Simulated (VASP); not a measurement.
# Sn (I4_1/amd) in VASP: single point with PBE

Aim: the single point of Sn with PBE.

All numbers are computed with VASP 6.6.1; they aren't measurements. Logs are shortened: lines on timing, memory, paths and dates and some standing lists are left out, and cuts for length are marked.

### 1 The cell of the first run

Symmetry: I4_1/amd, No. 141, tetragonal system. The conventional cell has a = 5.946 Å, b = 5.946 Å, c = 3.214 Å, α = 90.00°, β = 90.00°, γ = 90.00°. Within 4.1 Å of Sn (site symmetry -4m2) lie 10 Sn at 3.08 to 3.83 Å.

### 2 Single point, PBE

INCAR

```
SYSTEM = Sn
  PREC = Accurate
  ENCUT = 520
  EDIFF = 1E-7
  ISMEAR = 0
  SIGMA = 0.1
  LREAL = .False.
  LASPH = .True.
  NELM = 100
  ALGO = Fast
  ISIF = 2
  LWAVE = .False.
  LCHARG = .False.
  GGA = PE
  NBANDS = 21
```

KPOINTS

```
regular mesh
0
Gamma
  16 16 16
  0 0 0
```

POSCAR

```
Sn
1.0
   -2.9729538814      2.9729538814      1.6068815736
    2.9729538814     -2.9729538814      1.6068815736
    2.9729538814      2.9729538814     -1.6068815736
Sn
2
Direct
    0.0000000000      0.0000000000      0.0000000000
    0.7500000000      0.2500000000      0.5000000000
```

Potentials or basis: VASP PAW PBE potentials, release 64 (Sn_d).

Run with:

```bash
> cat potpaw_PBE.64/Sn_d/POTCAR > POTCAR
> mpirun -np 1 vasp_std > vasp.out
```

OUTCAR:

```text
SYSTEM = Sn
   PREC = Accurate
   ENCUT = 520
   EDIFF = 1E-7
   ISMEAR = 0
   LREAL = .False.
   LASPH = .True.
   NELM = 100
   ISIF = 2
   GGA = PE

 ion  position               nearest neighbor table
   1  0.000  0.000  0.000-   2 3.08   2 3.08   2 3.08   2 3.08
   2  0.750  0.250  0.500-   1 3.08   1 3.08   1 3.08   1 3.08

  LATTYP: Found a body centered tetragonal cell.
 ALAT       =     5.9459077628
 C/A-ratio  =     0.5405000002

  Lattice vectors:

 A1 = (  -2.9729538814,   2.9729538814,   1.6068815736)
 A2 = (   2.9729538814,  -2.9729538814,   1.6068815736)
 A3 = (   2.9729538814,   2.9729538814,  -1.6068815736)

Analysis of symmetry for initial positions (statically):
=====================================================================
 Subroutine PRICEL returns:
 Original cell was already a primitive cell.

 Routine SETGRP: Setting up the symmetry group for a
 body centered tetragonal supercell.

 Subroutine GETGRP returns: Found 16 space group operations
 (whereof  8 operations were pure point group operations)
 out of a pool of 16 trial point group operations.

The static configuration has the point symmetry D_2d.
 The point group associated with its full space group is D_4h.

Analysis of symmetry for dynamics (positions and initial velocities):
=====================================================================
 Subroutine PRICEL returns:
 Original cell was already a primitive cell.

 Routine SETGRP: Setting up the symmetry group for a
 body centered tetragonal supercell.

 Subroutine GETGRP returns: Found 16 space group operations
 (whereof  8 operations were pure point group operations)
 out of a pool of 16 trial point group operations.

The dynamic configuration has the point symmetry D_2d.
 The point group associated with its full space group is D_4h.

 Subroutine INISYM returns: Found 16 space group operations
 (whereof  8 operations are pure point group operations),
 and found     1 'primitive' translations

----------------------------------------------------------------------------------------

                                     Primitive cell

  volume of cell :      56.8094

[... 81 lines left out ...]
   ICHARG =      2    charge: 1-file 2-atom 10-const
   ISPIN  =      1    spin polarized calculation?
   LNONCOLLINEAR =      F non collinear calculations
   LSORBIT =      F    spin-orbit coupling
   LASPH  =      T    aspherical Exc in radial PAW
   ENCUT  =  520.0 eV  38.22 Ry    6.18 a.u.   8.37  8.37  8.37*2*pi/ulx,y,z
   NELM   =    100;   NELMIN=  2; NELMDL= -5     # of ELM steps
   EDIFF  = 0.1E-06   stopping-criterion for ELM
   LREAL  =      F    real-space projection
   EDIFFG = 0.1E-05   stopping-criterion for IOM
   NSW    =      0    number of steps for IOM
   IBRION =     -1    ionic relax: 0-MD 1-quasi-New 2-CG
   NFREE  =      0    steps in history (QN), initial steepest desc. (CG)
   ISIF   =      2    stress and relaxation
   ISYM   =      2    0-nonsym 1-usesym 2-fastsym
   POTIM  = 0.5000    time-step for ionic-motion
   TEBEG  =    0.0;   TEEND  =   0.0 temperature during run
   PSTRESS=    0.0 pullay stress
   NELECT =      28.0000    total number of electrons
   NUPDOWN=      -1.0000    fix difference up-down
   EMIN   =  10.00;   EMAX   =-10.00  energy-range for DOS
   EFERMI =   0.00;   METHOD = LEGACY
   ISMEAR =     0;   SIGMA  =   0.10  broadening in eV -4-tet -1-fermi 0-gaus
   EFERMI_NEDOS =   21; number of points for ismear=-14 and -15
   IALGO  =     68    algorithm
   IMIX   =      4    mixing-type and parameters
     AMIX     =   0.40;   BMIX     =  1.00
     AMIX_MAG =   1.60;   BMIX_MAG =  1.00
  volume/ion in A,a.u.               =      28.40       191.68
  Fermi-wavevector in a.u.,A,eV,Ry     =   1.293165  2.443728 22.752710  1.672277
  Thomas-Fermi vector in A             =   2.424828
   LORBIT       =      0    0 simple, 1 ext, 2 COOP (PROOUT), +10 PAW based schemes
   GGA     = PE    functional components
   LHFCALC =     F    Hartree Fock is set to
   AEXX    =    0.0000 exact exchange contribution
   IVDW    =     0    specifies the selected vdW correction
   LEPSILON=     F    determine dielectric tensor
   LRPA    =     F    only Hartree local field effects (RPA)
 non-spin polarized calculation
 RMM-DIIS sequential band-by-band and
 Gauss-broadening in eV      SIGMA  =   0.10
  energy-cutoff  :      520.00
  volume of cell :       56.81
 maximum number of plane-waves:      1552
 NGX is ok and might be reduce to    36
   NGX = 17   NGY = 17   NGZ = 17

 number of electron      27.9999992 magnetization

 Free energy of the ion-electron system (eV)
  ---------------------------------------------------
  ext. energy  EPLUGINS =         0.00000000
  ---------------------------------------------------
  free energy    TOTEN  =        -7.61612954 eV

  energy without entropy =       -7.61127052  energy(sigma->0) =       -7.61370003

 E-fermi :   7.4320     XC(G=0): -10.0919

 val. band max:        7.4316962708   @ k =  -0.4375   0.4375   0.0000
 cond. band min:       7.4320767302   @ k =  -0.1875   0.5000   0.1250
 fundamental gap:      0.0003804595
 Fermi energy:         7.4320284381

 k-point     1 :       0.0000    0.0000    0.0000
  band No.  band energies     occupation
      1     -14.1696      2.00000
      2     -14.1068      2.00000
      3     -14.0582      2.00000
      4     -14.0576      2.00000
      5     -13.9210      2.00000
      6     -13.9210      2.00000
[... 565 lines left out ...]
     20      17.2094      0.00000
     21      17.6912      0.00000

 [... further k-points ...]

------------------------ aborting loop because EDIFF is reached ----------------------------------------

  FORCE on cell =-STRESS in cart. coord.  units (eV):
  Direction    XX          YY          ZZ          XY          YZ          ZX
  --------------------------------------------------------------------------------------
  -------------------------------------------------------------------------------------
  Total       -0.0159855     -0.0159855     -0.0303051      0.0000000      0.0000000      0.0000000
  in kB       -0.4508334     -0.4508334     -0.8546853      0.0000000      0.0000000      0.0000000
  external PRESSURE =      -0.5854507 kB  Pullay stress =       0.0000000 kB

 VOLUME and BASIS-vectors are now :
 -----------------------------------------------------------------------------
  energy-cutoff  :      520.00
  volume of cell :       56.81
      direct lattice vectors                 reciprocal lattice vectors
    -2.972953881  2.972953881  1.606881574     0.000000000  0.168182898  0.311161699
     2.972953881 -2.972953881  1.606881574     0.168182898  0.000000000  0.311161699
     2.972953881  2.972953881 -1.606881574     0.168182898  0.168182898  0.000000000

 POSITION                                       TOTAL-FORCE (eV/Angst)
 -----------------------------------------------------------------------------------
      0.00000      0.00000      0.00000         0.000000     -0.000000     -0.000000
      0.00000      2.97295      0.80344        -0.000000      0.000000      0.000000
 -----------------------------------------------------------------------------------
    total drift:                               -0.000000      0.000000     -0.000000

  FREE ENERGIE OF THE ION-ELECTRON SYSTEM (eV)
  ---------------------------------------------------
  free  energy   TOTEN  =        -7.6161295402 eV

  energy  without entropy=       -7.6112705171  energy(sigma->0) =       -7.61370003
```

stdout:

```text
POSCAR found type information on POSCAR Sn
 POSCAR found :  1 types and       2 ions
 scaLAPACK will be used
[... 21 lines left out ...]
 num prob  num prob  num prob  num prob  num prob  num prob  num prob  num prob  num prob  num prob  num prob  num prob  num prob  num prob  num prob  num prob  num prob WARNING in EDDRMM: call to ZHEGV failed, returncode =   6  3     18
 num prob  num prob  num prob  num prob  num prob  num prob  num prob  num prob  num prob WARNING in EDDRMM: call to ZHEGV failed, returncode =   8  4     19
 num prob  num prob  num prob WARNING in EDDRMM: call to ZHEGV failed, returncode =   8  4     20
 num prob  num prob  num prob WARNING in EDDRMM: call to ZHEGV failed, returncode =   8  4     19
WARNING in EDDRMM: call to ZHEGV failed, returncode =   8  4     20
 num prob  num prob  num prob RMM:  13    -0.761612954018E+01   -0.64112E-07   -0.74168E-07 16320   0.665E-03
```

Run time: 5.3 min. Hardware: 1 thread of AMD EPYC 9R45 (Zen 5), shared host; peak memory 0.42 GiB.

What came out:

* Free energy: -7.6161 eV
* Pressure: -0.1 GPa
* Band gap on the k mesh: zero (bands 14 and 15 overlap by 4.01 eV)

Caveat: spin-orbit coupling is left out, which moves the levels of the heavy elements.
